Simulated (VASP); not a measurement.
# GaN (I-4m2) in VASP: notebook

Runs on GaN. Level: PBEsol. Tasks: single point.

Program: VASP 6.6.1. These are calculated values, not measurements. Logs are shortened: lines on timing, memory, paths and dates and some standing lists are left out, and cuts for length are marked.

## 1. The cell of the first run

The structure is tetragonal, space group I-4m2 (No. 119). The conventional cell has a = 3.197 Å, b = 3.197 Å, c = 4.474 Å, α = 90.00°, β = 90.00°, γ = 90.00°. Within 2.6 Å of Ga (site symmetry -4m2) lie 4 N at 1.95 Å. N (site symmetry -4m2) has 4 Ga at 1.95 Å within 2.6 Å.

## 2. Single point, PBEsol, non-collinear spin, zero start, spin-orbit coupling (film at in-plane strain +0.005)

Contents of INCAR:

```
SYSTEM = GaN
PREC     = Accurate       ! precision mode
ENCUT    = 520            ! plane-wave cutoff, eV
EDIFF    = 1E-6           ! SCF threshold, eV
ISMEAR   = 0              ! smearing method
SIGMA    = 0.01           ! smearing width, eV
LREAL    = .False.        ! projectors in reciprocal space
LASPH    = .True.         ! aspherical terms in the spheres
NELM     = 150            ! most SCF steps
ALGO     = Normal         ! electronic algorithm
ISIF     = 2              ! what is computed and relaxed
LWAVE    = .False.        ! write WAVECAR
LCHARG   = .False.        ! write CHGCAR
LNONCOLLINEAR= .True.         ! non-collinear magnetism
MAGMOM   = 0 0 0 0 0 0    ! initial moments
LORBIT   = 11             ! projections on sites
LSORBIT  = .True.         ! spin-orbit coupling
GGA_COMPAT= .False.      
LORBMOM  = .True.       
GGA      = PS             ! functional
NBANDS   = 30             ! bands
```

Contents of KPOINTS:

```
regular mesh
0
Gamma
  10 10 10
  0 0 0
```

Contents of POSCAR:

```
GaN
1.0
    2.2603829582      2.2603829582      0.0000000000
   -2.2603829582      2.2603829582      0.0000000000
    0.0000000000      2.2603829582      2.2367619308
Ga N
1 1
Direct
    0.0000000000      0.0000000000      0.0000000000
    0.2500000000      0.7500000000      0.5000000000
```

Potentials or basis: VASP PAW PBE potentials, release 64 (Ga_d, N).

On the command line:

```bash
$ cat potpaw_PBE.64/Ga_d/POTCAR potpaw_PBE.64/N/POTCAR > POTCAR
$ mpirun -np 1 vasp_ncl > vasp.out
```

OUTCAR:

```text
SYSTEM = GaN
   PREC = Accurate
   ENCUT = 520
   EDIFF = 1E-6
   ISMEAR = 0
   LREAL = .False.
   LASPH = .True.
   NELM = 150
   ISIF = 2
   LNONCOLLINEAR = .True.
   LORBIT = 11
   LSORBIT = .True.
   GGA = PS

 ion  position               nearest neighbor table
   1  0.000  0.000  0.000-   2 1.95   2 1.95   2 1.95   2 1.95
   2  0.250  0.750  0.500-   1 1.95   1 1.95   1 1.95   1 1.95

  LATTYP: Found a body centered tetragonal cell.
 ALAT       =     3.1966642356
 C/A-ratio  =     1.3994350147

  Lattice vectors:

 A1 = (   2.2603829582,   0.0000000000,  -2.2367619308)
 A2 = (  -2.2603829582,   0.0000000000,  -2.2367619308)
 A3 = (   0.0000000000,   2.2603829582,   2.2367619308)

Analysis of symmetry for initial positions (statically):
=====================================================================
 Subroutine PRICEL returns:
 Original cell was already a primitive cell.

 Routine SETGRP: Setting up the symmetry group for a
 body centered tetragonal supercell.

 Subroutine GETGRP returns: Found  8 space group operations
 (whereof  8 operations were pure point group operations)
 out of a pool of 16 trial point group operations.

The static configuration has the point symmetry D_2d.

Analysis of symmetry for dynamics (positions and initial velocities):
=====================================================================
 Subroutine PRICEL returns:
 Original cell was already a primitive cell.

 Routine SETGRP: Setting up the symmetry group for a
 body centered tetragonal supercell.

 Subroutine GETGRP returns: Found  8 space group operations
 (whereof  8 operations were pure point group operations)
 out of a pool of 16 trial point group operations.

The dynamic configuration has the point symmetry D_2d.

Analysis of structural, dynamic, and magnetic symmetry:
=====================================================================
 Subroutine PRICEL returns:
 Original cell was already a primitive cell.

 Routine SETGRP: Setting up the symmetry group for a
 body centered tetragonal supercell.

 Subroutine GETGRP returns: Found  8 space group operations
 (whereof  8 operations were pure point group operations)
 out of a pool of 16 trial point group operations.

The overall configuration has the point symmetry D_2d.

 Subroutine INISYM returns: Found  8 space group operations
 (whereof  8 operations are pure point group operations),
 and found     1 'primitive' translations

----------------------------------------------------------------------------------------

                                     Primitive cell

  volume of cell :      22.8567

  direct lattice vectors                    reciprocal lattice vectors
     2.260382958  2.260382958  0.000000000     0.221201455  0.221201455 -0.223537424
    -2.260382958  2.260382958  0.000000000    -0.221201455  0.221201455 -0.223537424
     0.000000000  2.260382958  2.236761931     0.000000000  0.000000000  0.447074848

  length of vectors
     3.196664236  3.196664236  3.180005511     0.384485562  0.384485562  0.447074848

  position of ions in fractional coordinates (direct lattice)
     0.000000000  0.000000000  0.000000000
     0.250000000  0.750000000  0.500000000

  ion indices of the primitive-cell ions
   primitive index   ion index
                 1           1
                 2           2

----------------------------------------------------------------------------------------

 KPOINTS: regular mesh

Automatic generation of k-mesh.
 Grid dimensions read from file:
 generate k-points for:   10   10   10

 Generating k-lattice:

  Cartesian coordinates                     Fractional coordinates (reciprocal lattice)
     0.022120146  0.022120146 -0.022353742     0.100000000  0.000000000  0.000000000
    -0.022120146  0.022120146 -0.022353742     0.000000000  0.100000000  0.000000000
     0.000000000  0.000000000  0.044707485     0.000000000  0.000000000  0.100000000

  Length of vectors
[... 92 lines left out ...]
 number of electron      18.0000000 magnetization       0.0000000      0.0000000      0.0000000

 number of electron      18.0000005 magnetization      -0.0000000     -0.0000000     -0.0000000

 number of electron      18.0000005 magnetization      -0.0000000      0.0000000      0.0000000

 number of electron      18.0000005 magnetization       0.0000000     -0.0000000     -0.0000000

 Free energy of the ion-electron system (eV)
  ---------------------------------------------------
  ext. energy  EPLUGINS =         0.00000000
  ---------------------------------------------------
  free energy    TOTEN  =       -13.12696667 eV

  energy without entropy =      -13.12696667  energy(sigma->0) =      -13.12696667

 E-fermi :   5.3175     XC(G=0): -11.9093

 val. band max:        5.1960692134   @ k =   0.0000   0.0000   0.0000
 cond. band min:       6.8551310683   @ k =   0.0000   0.0000   0.0000
 fundamental gap:      1.6590618548
 Fermi energy:         5.3174543511

 k-point     1 :       0.0000    0.0000    0.0000
  band No.  band energies     occupation
      1     -10.7796      1.00000
      2     -10.7796      1.00000
      3      -8.4245      1.00000
      4      -8.4245      1.00000
      5      -8.4184      1.00000
      6      -8.4184      1.00000
[... 781 lines left out ...]
     29      23.5538      0.00000
     30      23.5773      0.00000

 [... further k-points ...]
[... 5 lines left out ...]
  --------------------------------------------------------------------------------------
  -------------------------------------------------------------------------------------
  Total       -0.2152696     -0.2152696     -0.0328467      0.0000000     -0.0000000     -0.0000000
  in kB      -15.0896581    -15.0896581     -2.3024384      0.0000000     -0.0000000     -0.0000000
  external PRESSURE =     -10.8272515 kB  Pullay stress =       0.0000000 kB

 VOLUME and BASIS-vectors are now :
 -----------------------------------------------------------------------------
  energy-cutoff  :      520.00
  volume of cell :       22.86
      direct lattice vectors                 reciprocal lattice vectors
     2.260382958  2.260382958  0.000000000     0.221201455  0.221201455 -0.223537424
    -2.260382958  2.260382958  0.000000000    -0.221201455  0.221201455 -0.223537424
     0.000000000  2.260382958  2.236761931     0.000000000  0.000000000  0.447074848

 POSITION                                       TOTAL-FORCE (eV/Angst)
 -----------------------------------------------------------------------------------
      0.00000      0.00000      0.00000        -0.000000     -0.000000      0.000000
     -1.13019      3.39057      1.11838         0.000000      0.000000      0.000000
 -----------------------------------------------------------------------------------
    total drift:                                0.000005     -0.000000      0.000000

  FREE ENERGIE OF THE ION-ELECTRON SYSTEM (eV)
  ---------------------------------------------------
  free  energy   TOTEN  =       -13.1269666734 eV

  energy  without entropy=      -13.1269666734  energy(sigma->0) =      -13.12696667

 orbital moment (x)

 # of ion     p       d       tot
 ----------------------------------------
  1        -0.000   0.000  -0.000
  2         0.000   0.000   0.000
 ----------------------------------------
           -0.000   0.000   0.000

 orbital moment (y)

 # of ion     p       d       tot
 ----------------------------------------
  1        -0.000   0.000  -0.000
  2         0.000   0.000   0.000
 ----------------------------------------
           -0.000   0.000  -0.000

 orbital moment (z)

 # of ion     p       d       tot
 ----------------------------------------
  1         0.000  -0.000  -0.000
  2         0.000   0.000   0.000
 ----------------------------------------
            0.000  -0.000   0.000

 Spin-Orbit-Coupling matrix elements

 Ion:    1  E_soc:     -0.0108836
 l=   1
     0.0000000    -0.0009843    -0.0009865
    -0.0009843     0.0000000    -0.0009843
    -0.0009865    -0.0009843     0.0000000
 l=   2
     0.0000000    -0.0001728     0.0000000    -0.0001728    -0.0006557
    -0.0001728     0.0000000    -0.0004923    -0.0001727    -0.0001641
     0.0000000    -0.0004923     0.0000000    -0.0004923     0.0000000
    -0.0001728    -0.0001727    -0.0004923     0.0000000    -0.0001641
    -0.0006557    -0.0001641     0.0000000    -0.0001641     0.0000000
 l=   3
     0.0000000     0.0000000     0.0000000     0.0000000     0.0000000     0.0000000     0.0000000
     0.0000000     0.0000000     0.0000000     0.0000000     0.0000000     0.0000000     0.0000000
     0.0000000     0.0000000     0.0000000     0.0000000     0.0000000     0.0000000     0.0000000
     0.0000000     0.0000000     0.0000000     0.0000000     0.0000000     0.0000000     0.0000000
     0.0000000     0.0000000     0.0000000     0.0000000     0.0000000     0.0000000     0.0000000
     0.0000000     0.0000000     0.0000000     0.0000000     0.0000000     0.0000000     0.0000000
     0.0000000     0.0000000     0.0000000     0.0000000     0.0000000     0.0000000     0.0000000

 Ion:    2  E_soc:     -0.0000955
 l=   1
     0.0000000    -0.0000160    -0.0000158
    -0.0000160     0.0000000    -0.0000160
    -0.0000158    -0.0000160     0.0000000
 l=   2
     0.0000000     0.0000000     0.0000000     0.0000000     0.0000000
     0.0000000     0.0000000     0.0000000     0.0000000     0.0000000
     0.0000000     0.0000000     0.0000000     0.0000000     0.0000000
     0.0000000     0.0000000     0.0000000     0.0000000     0.0000000
     0.0000000     0.0000000     0.0000000     0.0000000     0.0000000
 l=   3
     0.0000000     0.0000000     0.0000000     0.0000000     0.0000000     0.0000000     0.0000000
     0.0000000     0.0000000     0.0000000     0.0000000     0.0000000     0.0000000     0.0000000
     0.0000000     0.0000000     0.0000000     0.0000000     0.0000000     0.0000000     0.0000000
     0.0000000     0.0000000     0.0000000     0.0000000     0.0000000     0.0000000     0.0000000
     0.0000000     0.0000000     0.0000000     0.0000000     0.0000000     0.0000000     0.0000000
     0.0000000     0.0000000     0.0000000     0.0000000     0.0000000     0.0000000     0.0000000
     0.0000000     0.0000000     0.0000000     0.0000000     0.0000000     0.0000000     0.0000000

 total charge

# of ion       s       p       d       tot
------------------------------------------
    1        0.792   0.906  10.179  11.877
    2        1.218   2.504   0.000   3.721
--------------------------------------------------
tot          2.010   3.409  10.179  15.598

 magnetization (x)

# of ion       s       p       d       tot
------------------------------------------
    1        0.000   0.000   0.000   0.000
    2        0.000   0.000   0.000   0.000
--------------------------------------------------
tot          0.000   0.000   0.000   0.000

 magnetization (y)

# of ion       s       p       d       tot
------------------------------------------
    1        0.000   0.000   0.000   0.000
    2        0.000   0.000   0.000   0.000
--------------------------------------------------
tot          0.000   0.000   0.000   0.000

 magnetization (z)

# of ion       s       p       d       tot
------------------------------------------
    1        0.000   0.000  -0.000   0.000
    2        0.000   0.000   0.000   0.000
--------------------------------------------------
tot          0.000   0.000  -0.000   0.000
```

Wall time 4.6 min (1 thread of Intel Xeon Platinum 8488C (Sapphire Rapids), shared host); peak memory 0.31 GiB.

What came out:

```yaml
Free_energy: -13.1270 eV
Pressure: -1.1 GPa
Net_moment: 0.00 μB per cell
Valence_electrons_inside_the_program's_atomic_spheres: Ga 11.88; N 3.72
```

Moments on the atoms (μB; x, y, z):
```
Ga  0.00 0.00 0.00
N   0.00 0.00 0.00
```

Caveat: the cell differs from its parent crystal (film at in-plane strain +0.005); the PAW data sets were made with another functional, which shifts forces and pressure a little.

(Part 1 of 2 ends here.)
